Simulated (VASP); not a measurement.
# B (C2/m) in VASP: a series of runs

B is run at these levels: PBE; tasks: single point, relaxation of cell and atoms.

Everything below comes from runs of VASP 6.6.1. Logs are shortened: lines on timing, memory, paths and dates and some standing lists are left out, and cuts for length are marked.

### 1 The cell of the first run

Symmetry: C2/m, No. 12, monoclinic system. Conventional cell: a = 5.554 Å, b = 5.842 Å, c = 4.468 Å, α = 90.00°, β = 109.39°, γ = 90.00°. B (site symmetry 1) has 5 B at 1.63 to 2.20 Å within 2.2 Å. Within 2.2 Å of B (site symmetry 1) lie 6 B at 1.69 to 1.84 Å.

The cell was built from a structure type or drawn by symmetry, and may not be a known phase.

### 2 Single point, PBE

File INCAR:

```
SYSTEM = B
PREC = Accurate
ENCUT = 520
EDIFF = 1E-6
ISMEAR = 0
SIGMA = 0.1
LREAL = .False.
LASPH = .True.
NELM = 100
ALGO = Normal
ISIF = 2
LWAVE = .False.
LCHARG = .False.
GGA = PE
NBANDS = 22
```

File KPOINTS:

```
regular mesh
0
Gamma
  6 6 6
  0 0 0
```

File POSCAR:

```
B
1.0
    2.7667632475     -2.9211209782      0.2394129867
    2.7667632475      2.9211209782      0.2394129867
   -1.8411192809      0.0000000000      4.0707970991
B
8
Direct
    0.8621260536      0.2382856622      0.6934979406
    0.1378739464      0.7617143378      0.3065020594
    0.6727597388      0.9774787236      0.9100720743
    0.9774787236      0.6727597388      0.9100720743
    0.3272402612      0.0225212764      0.0899279257
    0.0225212764      0.3272402612      0.0899279257
    0.2382856622      0.8621260536      0.6934979406
    0.7617143378      0.1378739464      0.3065020594
```

Potentials or basis: VASP PAW PBE potentials, release 64 (B).

Command:

```console
cat potpaw_PBE.64/B/POTCAR > POTCAR
mpirun -np 1 vasp_std > vasp.out
```

OUTCAR:

```text
SYSTEM = B
   PREC = Accurate
   ENCUT = 520
   EDIFF = 1E-6
   ISMEAR = 0
   LREAL = .False.
   LASPH = .True.
   NELM = 100
   ISIF = 2
   GGA = PE

 ion  position               nearest neighbor table
   1  0.862  0.238  0.693-   8 1.63   6 1.69   4 1.78   3 1.83
   2  0.138  0.762  0.307-   7 1.63   4 1.69   6 1.78   5 1.83
   3  0.673  0.977  0.910-   8 1.69   5 1.76   7 1.78   4 1.78   1 1.83   6 1.84
   4  0.977  0.673  0.910-   2 1.69   6 1.76   1 1.78   3 1.78   7 1.83   5 1.84
   5  0.327  0.023  0.090-   7 1.69   3 1.76   8 1.78   6 1.78   2 1.83   4 1.84
   6  0.023  0.327  0.090-   1 1.69   4 1.76   2 1.78   5 1.78   8 1.83   3 1.84
   7  0.238  0.862  0.693-   2 1.63   5 1.69   3 1.78   4 1.83
   8  0.762  0.138  0.307-   1 1.63   3 1.69   5 1.78   6 1.83

  LATTYP: Found a base centered monoclinic cell.
 ALAT       =     5.5542046941
 B/A-ratio  =     1.0518593171
 C/A-ratio  =     0.8043970226
 COS(beta)  =    -0.3320040350

  Lattice vectors:

 A1 = (   2.7667632475,  -2.9211209782,   0.2394129867)
 A2 = (   2.7667632475,   2.9211209782,   0.2394129867)
 A3 = (  -1.8411192809,   0.0000000000,   4.0707970991)

Analysis of symmetry for initial positions (statically):
=====================================================================
 Subroutine PRICEL returns:
 Original cell was already a primitive cell.

 Routine SETGRP: Setting up the symmetry group for a
 base centered monoclinic supercell.

 Subroutine GETGRP returns: Found  4 space group operations
 (whereof  4 operations were pure point group operations)
 out of a pool of  4 trial point group operations.

The static configuration has the point symmetry C_2h.

Analysis of symmetry for dynamics (positions and initial velocities):
=====================================================================
 Subroutine PRICEL returns:
 Original cell was already a primitive cell.

 Routine SETGRP: Setting up the symmetry group for a
 base centered monoclinic supercell.

 Subroutine GETGRP returns: Found  4 space group operations
 (whereof  4 operations were pure point group operations)
 out of a pool of  4 trial point group operations.

The dynamic configuration has the point symmetry C_2h.

 Subroutine INISYM returns: Found  4 space group operations
 (whereof  4 operations are pure point group operations),
 and found     1 'primitive' translations

----------------------------------------------------------------------------------------

                                     Primitive cell

  volume of cell :      68.3760

  direct lattice vectors                    reciprocal lattice vectors
     2.766763248 -2.921120978  0.239412987     0.173910398 -0.171167166  0.078655305
     2.766763248  2.921120978  0.239412987     0.173910398  0.171167166  0.078655305
    -1.841119281  0.000000000  4.070797099    -0.020456145  0.000000000  0.236400335

  length of vectors
     4.030539073  4.030539073  4.467785719     0.256378007  0.256378007  0.237283738

  position of ions in fractional coordinates (direct lattice)
     0.862126054  0.238285662  0.693497941
     0.137873946  0.761714338  0.306502059
     0.672759739  0.977478724  0.910072074
     0.977478724  0.672759739  0.910072074
     0.327240261  0.022521276  0.089927926
     0.022521276  0.327240261  0.089927926
     0.238285662  0.862126054  0.693497941
     0.761714338  0.137873946  0.306502059

  ion indices of the primitive-cell ions
   primitive index   ion index
                 1           1
                 2           2
                 3           3
                 4           4
                 5           5
                 6           6
                 7           7
                 8           8

----------------------------------------------------------------------------------------

 KPOINTS: regular mesh

Automatic generation of k-mesh.
 Grid dimensions read from file:
 generate k-points for:    6    6    6

 Generating k-lattice:

  Cartesian coordinates                     Fractional coordinates (reciprocal lattice)
     0.028985066 -0.028527861  0.013109218     0.166666667  0.000000000  0.000000000
     0.028985066  0.028527861  0.013109218     0.000000000  0.166666667  0.000000000
    -0.003409358  0.000000000  0.039400056     0.000000000  0.000000000  0.166666667

  Length of vectors
     0.042729668  0.042729668  0.039547290

  Shift w.r.t. Gamma in fractional coordinates (k-lattice)
     0.000000000  0.000000000  0.000000000

 Subroutine IBZKPT returns following result:
 ===========================================

 Found     68 irreducible k-points:

 Following reciprocal coordinates:
            Coordinates               Weight
  0.000000  0.000000  0.000000      1.000000
  0.166667 -0.000000  0.000000      4.000000
  0.333333  0.000000  0.000000      4.000000
  0.500000  0.000000 -0.000000      2.000000
  0.166667  0.166667  0.000000      2.000000
  0.333333  0.166667 -0.000000      4.000000
[... 16 lines left out ...]
 -0.333333  0.166667  0.166667      4.000000
 -0.166667  0.166667  0.166667      4.000000
 [... further k-points ...]
   k-points           NKPTS =     68   k-points in BZ     NKDIM =     68   number of bands    NBANDS=     22
   number of dos      NEDOS =    301   number of ions     NIONS =      8
   total plane-waves  NPLWV =  32400
   dimension x,y,z NGX =    30 NGY =   30 NGZ =   36
   dimension x,y,z NGXF=    60 NGYF=   60 NGZF=   72
   ions per type =               8
   NGX,Y,Z   is equivalent  to a cutoff of  12.37, 12.37, 13.40 a.u.
   NGXF,Y,Z  is equivalent  to a cutoff of  24.75, 24.75, 26.79 a.u.
 SYSTEM =  B
   PREC   = accura    normal or accurate (medium, high low for compatibility)
   ISTART =      0    job   : 0-new  1-cont  2-samecut
   ICHARG =      2    charge: 1-file 2-atom 10-const
   ISPIN  =      1    spin polarized calculation?
   LNONCOLLINEAR =      F non collinear calculations
   LSORBIT =      F    spin-orbit coupling
   LASPH  =      T    aspherical Exc in radial PAW
   ENCUT  =  520.0 eV  38.22 Ry    6.18 a.u.   7.49  7.49  8.31*2*pi/ulx,y,z
   NELM   =    100;   NELMIN=  2; NELMDL= -5     # of ELM steps
   EDIFF  = 0.1E-05   stopping-criterion for ELM
   LREAL  =      F    real-space projection
   EDIFFG = 0.1E-04   stopping-criterion for IOM
   NSW    =      0    number of steps for IOM
   IBRION =     -1    ionic relax: 0-MD 1-quasi-New 2-CG
   NFREE  =      0    steps in history (QN), initial steepest desc. (CG)
   ISIF   =      2    stress and relaxation
   ISYM   =      2    0-nonsym 1-usesym 2-fastsym
   POTIM  = 0.5000    time-step for ionic-motion
   TEBEG  =    0.0;   TEEND  =   0.0 temperature during run
   PSTRESS=    0.0 pullay stress
   NELECT =      24.0000    total number of electrons
   NUPDOWN=      -1.0000    fix difference up-down
   EMIN   =  10.00;   EMAX   =-10.00  energy-range for DOS
   EFERMI =   0.00;   METHOD = LEGACY
   ISMEAR =     0;   SIGMA  =   0.10  broadening in eV -4-tet -1-fermi 0-gaus
   EFERMI_NEDOS =   21; number of points for ismear=-14 and -15
   IALGO  =     38    algorithm
   IMIX   =      4    mixing-type and parameters
     AMIX     =   0.40;   BMIX     =  1.00
     AMIX_MAG =   1.60;   BMIX_MAG =  1.00
  volume/ion in A,a.u.               =       8.55        57.68
  Fermi-wavevector in a.u.,A,eV,Ry     =   1.154811  2.182276 18.144560  1.333588
  Thomas-Fermi vector in A             =   2.291444
   LORBIT       =      0    0 simple, 1 ext, 2 COOP (PROOUT), +10 PAW based schemes
   GGA     = PE    functional components
   LHFCALC =     F    Hartree Fock is set to
   AEXX    =    0.0000 exact exchange contribution
   IVDW    =     0    specifies the selected vdW correction
   LEPSILON=     F    determine dielectric tensor
   LRPA    =     F    only Hartree local field effects (RPA)
 non-spin polarized calculation
 Gauss-broadening in eV      SIGMA  =   0.10
  energy-cutoff  :      520.00
  volume of cell :       68.38
 maximum number of plane-waves:      1858
 NGX is ok and might be reduce to    30
   NGX = 15   NGY = 15   NGZ = 17

 number of electron      23.9999999 magnetization

 Free energy of the ion-electron system (eV)
  ---------------------------------------------------
  ext. energy  EPLUGINS =         0.00000000
  ---------------------------------------------------
  free energy    TOTEN  =       -50.27260112 eV

  energy without entropy =      -50.26580023  energy(sigma->0) =      -50.26920067

 E-fermi :   4.3770     XC(G=0): -10.6666

 val. band max:        4.3628453734   @ k =   0.5000   0.1667   0.5000
 cond. band min:       4.4130726356   @ k =  -0.1667  -0.3333   0.1667
 fundamental gap:      0.0502272622
 Fermi energy:         4.3770392159

 k-point     1 :       0.0000    0.0000    0.0000
  band No.  band energies     occupation
      1     -10.5865      2.00000
      2      -4.6716      2.00000
      3      -4.0140      2.00000
      4      -3.8768      2.00000
      5      -3.4890      2.00000
      6      -2.4400      2.00000
[... 14 lines left out ...]
     21      12.5403      0.00000
     22      13.6781      0.00000

 k-point     2 :       0.1667   -0.0000    0.0000
  band No.  band energies     occupation
      1     -10.4171      2.00000
      2      -5.7024      2.00000
      3      -3.9968      2.00000
      4      -3.6241      2.00000
      5      -3.1659      2.00000
      6      -2.3266      2.00000
[... 14 lines left out ...]
     21      13.1946      0.00000
     22      14.2629      0.00000
[... 523 lines left out ...]
     21      13.4022      0.00000
     22      14.6040      0.00000

 k-point    24 :      -0.1667    0.1667    0.1667
  band No.  band energies     occupation
      1     -10.1682      2.00000
      2      -5.5967      2.00000
      3      -5.1568      2.00000
      4      -4.7364      2.00000
      5      -1.6236      2.00000
      6      -1.3951      2.00000
[... 14 lines left out ...]
     21      13.3230      0.00000
     22      13.9900      0.00000

 [... further k-points ...]

------------------------ aborting loop because EDIFF is reached ----------------------------------------

  FORCE on cell =-STRESS in cart. coord.  units (eV):
  Direction    XX          YY          ZZ          XY          YZ          ZX
  --------------------------------------------------------------------------------------
  -------------------------------------------------------------------------------------
  Total        0.0263155     -0.0192426      0.0080013      0.0000000      0.0000000      0.0040101
  in kB        0.6166210     -0.4508897      0.1874857      0.0000000      0.0000000      0.0939637
  external PRESSURE =       0.1177390 kB  Pullay stress =       0.0000000 kB

 VOLUME and BASIS-vectors are now :
 -----------------------------------------------------------------------------
  energy-cutoff  :      520.00
  volume of cell :       68.38
      direct lattice vectors                 reciprocal lattice vectors
     2.766763248 -2.921120978  0.239412987     0.173910398 -0.171167166  0.078655305
     2.766763248  2.921120978  0.239412987     0.173910398  0.171167166  0.078655305
    -1.841119281  0.000000000  4.070797099    -0.020456145  0.000000000  0.236400335

 POSITION                                       TOTAL-FORCE (eV/Angst)
 -----------------------------------------------------------------------------------
      1.76777     -1.82231      3.08654         0.002487      0.005130     -0.017078
      1.92464      1.82231      1.46308        -0.002487     -0.005130      0.017078
      2.89027      0.89012      4.09981        -0.004369      0.011742     -0.019022
      2.89027     -0.89012      4.09981        -0.004369     -0.011742     -0.019022
      0.80214     -0.89012      0.44982         0.004369     -0.011742      0.019022
      0.80214      0.89012      0.44982         0.004369      0.011742      0.019022
      1.76777      1.82231      3.08654         0.002487     -0.005130     -0.017078
      1.92464     -1.82231      1.46308        -0.002487      0.005130      0.017078
 -----------------------------------------------------------------------------------
    total drift:                                0.000000     -0.000000     -0.000000

  FREE ENERGIE OF THE ION-ELECTRON SYSTEM (eV)
  ---------------------------------------------------
  free  energy   TOTEN  =       -50.2726011167 eV

  energy  without entropy=      -50.2658002273  energy(sigma->0) =      -50.26920067
```

Run time: 82 s. Hardware: 1 thread of Intel Xeon Platinum 8259CL at 2.50GHz (Skylake/Cascade Lake), shared host; peak memory 0.2 GiB.

Results:

```yaml
Free_energy: -50.2726 eV
Pressure: 0.0 GPa
Largest_force: 0.023 eV/Å
Band_gap_on_the_k_mesh: zero (bands 12 and 13 overlap by 0.99 eV)
```

Forces on the atoms (eV/Å):
```
B    0.002  0.005 -0.017
B   -0.002 -0.005  0.017
B   -0.004  0.012 -0.019
B   -0.004 -0.012 -0.019
B    0.004 -0.012  0.019
B    0.004  0.012  0.019
B    0.002 -0.005 -0.017
B   -0.002  0.005  0.017
```

Stress tensor (GPa, compression positive):
```
 0.06  0.00  0.01
 0.00 -0.05  0.00
 0.01  0.00  0.02
```

Levels at points of the mesh, in eV from the Fermi level:
```
           k point  band 10  band 11  band 12  band 13  band 14  band 15
(0.00, 0.00, 0.00)    -2.03    -1.81    -0.90    -0.41     1.70     3.68
(0.50, 0.00, 0.00)    -2.38    -2.10    -2.01     0.87     1.55     2.36
(0.50, 0.50, 0.00)    -1.59    -0.83     0.19     1.29     2.63     4.42
(0.00, 0.00, 0.50)    -1.40    -1.20    -1.16    -0.57     2.96     3.04
(0.50, 0.00, 0.50)    -2.61    -2.34    -1.00     1.60     2.90     3.19
(0.50, 0.50, 0.50)    -1.77    -1.68    -0.12     3.27     3.36     3.80
```

### 3 Relaxation of cell and atoms, PBE

This run uses another cell than the first one, of 6.92 Å³/atom.

File INCAR:

```
SYSTEM = B
  ALGO = Normal
  EDIFF = 1E-6
  EDIFFG = -0.04
  ENCUT = 600
  GGA = PE
  IBRION = 2
  ISIF = 3
  ISMEAR = 0
  LASPH = .TRUE.
  LCHARG = .FALSE.
  LREAL = .FALSE.
  LWAVE = .FALSE.
  NELM = 60
  NSW = 90
  PREC = Accurate
  SIGMA = 0.1
```

File KPOINTS:

```
k-points
0
G
  6 6 6
  0 0 0
```

File POSCAR:

```
B
1.0
    2.1936187700     -3.5398029200      0.0000000000
    2.1936187700      3.5398029200      0.0000000000
   -1.7682656100      0.0000000000      3.5656315100
B
8
Direct
    0.8388829800      0.1939320000      0.7233505000
    0.1611170200      0.8060680000      0.2766495000
    0.5776730200      0.8120089800      0.8482064800
    0.8120089800      0.5776730200      0.8482064800
    0.4223269800      0.1879910200      0.1517935200
    0.1879910200      0.4223269800      0.1517935200
    0.1939320000      0.8388829800      0.7233505000
    0.8060680000      0.1611170200      0.2766495000
```

Potentials or basis: VASP PAW PBE potentials, release 64 (B).

Command:

```console
cat potpaw_PBE.64/B/POTCAR > POTCAR
mpirun -np 1 vasp_std > vasp.out
```

Run time: 17 min. Hardware: 1 thread of Intel Xeon Platinum 8259CL at 2.50GHz (Skylake/Cascade Lake), shared host; peak memory 0.22 GiB.

The run converged. Its results:

```yaml
Free_energy: -50.2650 eV
Relaxed_volume: 8.54 Å³/atom
Relaxed_cell: a = 4.031 Å, b = 4.031 Å, c = 4.462 Å, α = 103.12°, β = 103.12°, γ = 93.22°
Space_group_after_relaxing_to_0.1_Å: C2/m (No. 12)
Energy_gained_by_relaxing: 935.1 meV/atom
Ionic_steps: 30
Pressure_after_relaxing: 0.2 GPa
Largest_force_after_relaxing: 0.036 eV/Å
Band_gap_on_the_k_mesh: zero (bands 12 and 13 overlap by 0.99 eV)
```

Forces on the atoms (eV/Å):
```
B   -0.013  0.021 -0.027
B    0.013 -0.021  0.027
B    0.026  0.000 -0.012
B    0.026  0.000 -0.012
B   -0.026  0.000  0.012
B   -0.026  0.000  0.012
B   -0.013 -0.021 -0.027
B    0.013  0.021  0.027
```

Stress tensor (GPa, compression positive):
```
 0.31  0.00 -0.37
 0.00 -0.12  0.00
-0.37  0.00  0.29
```

Step by step:
```tsv
step	energy change (eV)	largest force (eV/Å)	pressure (GPa)	volume (Å³)
1	0.0000	3.4766	40.19	55.37
2	-1.3238	2.9554	-7.55	70.39
3	-1.8712	2.0840	3.05	64.16
4	-2.8373	2.2961	-8.70	68.22
5	-3.2509	2.3843	-19.61	73.40
6	-3.6450	2.2406	-19.65	73.14
7	-3.9336	1.6428	-19.04	72.68
8	-4.6862	1.3981	-12.19	69.58
9	-5.2683	1.3432	2.59	65.06
10	-5.2806	1.4932	6.23	64.21
11	-5.5598	0.7115	6.23	64.31
12	-5.6599	0.6472	7.72	64.40
13	-5.9220	1.0038	2.63	66.16
14	-6.1245	1.7823	-8.23	71.00
15	-6.1520	1.6172	-5.71	69.69
16	-6.3937	1.5532	-6.50	70.19
17	-6.6664	1.6438	-7.58	70.97
18	-6.3097	3.0613	-7.24	72.06
19	-6.7153	1.7264	-7.68	71.22
20	-7.0259	1.1402	-3.67	69.84
21	-7.1898	0.7851	2.55	68.02
22	-7.3358	0.5575	1.62	68.18
23	-7.3919	1.1520	0.95	68.34
24	-7.4641	0.1693	-0.39	68.74
25	-7.4648	0.0894	-0.30	68.70
26	-7.4711	0.0663	-0.37	68.64
27	-7.4749	0.1577	-0.46	68.54
28	-7.4786	0.0934	0.19	68.32
29	-7.4789	0.0796	0.43	68.24
30	-7.4806	0.0364	0.16	68.32
```

Final structure:
```
CELL_PARAMETERS angstrom
2.75939 -2.92906 0.23148
2.75939 2.92906 0.23148
-1.82174 0.00000 4.07357
ATOMIC_POSITIONS crystal
B 0.86395 0.23741 0.69364
B 0.13605 0.76259 0.30636
B 0.67240 0.97647 0.90988
B 0.97647 0.67240 0.90988
B 0.32760 0.02353 0.09012
B 0.02353 0.32760 0.09012
B 0.23741 0.86395 0.69364
B 0.76259 0.13605 0.30636
```

Levels at points of the mesh, in eV from the Fermi level:
| k point | band 9 | band 10 | band 11 | band 12 | band 13 | band 14 | band 15 | band 16 |
| --- | --- | --- | --- | --- | --- | --- | --- | --- |
| (0.00, 0.00, 0.00) | -3.80 | -2.04 | -1.83 | -0.89 | -0.42 | 1.69 | 3.65 | 5.45 |
| (0.50, 0.00, 0.00) | -3.62 | -2.40 | -2.08 | -2.00 | 0.88 | 1.52 | 2.37 | 5.02 |
| (0.50, 0.50, 0.00) | -3.93 | -1.56 | -0.84 | 0.13 | 1.32 | 2.66 | 4.45 | 4.92 |
| (0.00, 0.00, 0.50) | -3.47 | -1.38 | -1.22 | -1.14 | -0.61 | 2.95 | 3.01 | 3.64 |
| (0.50, 0.00, 0.50) | -2.97 | -2.64 | -2.33 | -1.00 | 1.62 | 2.91 | 3.20 | 4.23 |
| (0.50, 0.50, 0.50) | -2.00 | -1.76 | -1.68 | -0.16 | 3.24 | 3.38 | 3.80 | 5.76 |

Caveat: the volume moved by over 15 % at a fixed basis, so the end points are rough.
